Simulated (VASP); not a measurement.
Set up this calculation in VASP 6.6.1, as the native input.

| Quantity | Value |
| --- | --- |
| Task | single point |
| Functional | PBEsol |
| Potentials or basis | VASP PAW PBE potentials, release 64 (Al, N) |
| Cutoff | 520 eV |
| k mesh | 9 × 9 × 2 |
| Occupations | gaussian, width 0.05 eV |
| Spin | no spin polarisation |
| Dipole correction | no |
| Further INCAR settings | ALGO = Normal; EDIFF = 1e-06; NBANDS = 36; ISYM = 0 |

The structure of AlN lies in POSCAR:

```
AlN
1.0
    2.0226209166     -2.0226209166      0.0000000000
    2.0226209166      0.0000000000     -2.0226209166
   10.4502080691      7.4162766942      6.4049662359
Al N
6 6
Direct
    0.5694444444      0.4236111111      0.2916666667
   -0.0416666667     -0.1041666667      0.1250000000
    0.1805555556     -0.0486111111      0.4583333333
    0.4027777778      0.0069444444      0.7916666667
    0.7916666667      0.4791666667      0.6250000000
    0.0138888889     -0.4652777778      0.9583333333
    0.8750000000     -0.3125000000      0.3750000000
    0.2638888889      0.1597222222      0.2083333333
    0.4861111111      0.2152777778      0.5416666667
    0.7083333333      0.2708333333      0.8750000000
    0.0972222222     -0.2569444444      0.7083333333
    0.6527777778      0.6319444444      0.0416666667
```

This cell differs from its parent crystal: the part above a cut slid along it.

One way to write it, as run:

INCAR

```
  ALGO = Normal
  EDIFF = 1E-6
  ENCUT = 520
  GGA = PS
  ISIF = 2
  ISMEAR = 0
  ISYM = 0
  LASPH = T
  LCHARG = T
  LELF = T
  LREAL = F
  LVHAR = T
  LWAVE = F
  NBANDS = 36
  NELM = 100
  PREC = Accurate
  SIGMA = 0.05
```

KPOINTS

```
k-points
0
Gamma
  9 9 2
```

Potentials or basis: VASP PAW PBE potentials, release 64 (Al, N).

Command:

```console
$ cat potpaw_PBE.64/Al/POTCAR potpaw_PBE.64/N/POTCAR > POTCAR
$ mpirun -np 1 vasp_std > vasp.out
```

Results of the run:

| Property | Result |
| --- | --- |
| Pressure | 15.7 GPa |
| Largest force | 20.177 eV/Å |
| Band gap on the k mesh | 3.97 eV (least direct gap 4.77 eV) |

Caveat: the cell differs from its parent crystal (the part above a cut slid along it); the stress differs along the axes, from 4 to 40 GPa; the PAW data sets were made with another functional, which shifts forces and pressure a little.

It took 2.4 min on 1 thread of Intel(R) Xeon(R) 6975P-C (Granite Rapids), with other jobs on the host, peak memory 0.35 GiB.
